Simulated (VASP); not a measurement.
Write the native input for VASP 6.6.1 that does the following.

| Property | Result |
| --- | --- |
| Task | single point |
| Functional | PBEsol |
| Potentials or basis | VASP PAW PBE potentials, release 64 (Br) |
| Cutoff | 520 eV |
| k mesh | 8 × 8 × 4 |
| Occupations | fermi-dirac, width 0.05 eV |
| Spin | no spin polarisation |
| Dipole correction | no |
| Further INCAR settings | ALGO = Normal; EDIFF = 1e-07; NBANDS = 22 |

The structure of Br lies in POSCAR:

```
Br
1.0
    3.4977057949     -1.9488925562      0.0000000000
    3.4977057949      1.9488925562      0.0000000000
    0.0000000000      0.0000000000      8.3383351395
Br
4
Direct
    0.8475370174      0.1524629826      0.1200462650
    0.6524629826      0.3475370174      0.6200462650
    0.1524629826      0.8475370174      0.8799537350
    0.3475370174      0.6524629826      0.3799537350
```

These files were run (other wordings do the same):

INCAR

```
SYSTEM = Br
  PREC = Accurate
  ENCUT = 520
  EDIFF = 1E-7
  ISMEAR = -1
  SIGMA = 0.05
  LREAL = .False.
  LASPH = .True.
  NELM = 80
  ALGO = Normal
  ISIF = 2
  LWAVE = .False.
  LCHARG = .False.
  GGA = PS
  NBANDS = 22
```

KPOINTS

```
regular mesh
0
Gamma
  8 8 4
  0 0 0
```

Potentials or basis: VASP PAW PBE potentials, release 64 (Br).

Command:

```bash
$ cat potpaw_PBE.64/Br/POTCAR > POTCAR
$ mpirun -np 1 vasp_std > vasp.out
```

It gave:

- Pressure: 3.5 GPa
- Largest force: 0.599 eV/Å
- Band gap on the k mesh: 1.38 eV (least direct gap 1.46 eV)

Caveat: the stress differs along the axes, from 0 to 7 GPa; the PAW data sets were made with another functional, which shifts forces and pressure a little.

Wall time 3.5 min on 1 thread of Oxide Virtual Turin-like Processor, on a shared host, peak memory 0.25 GiB.
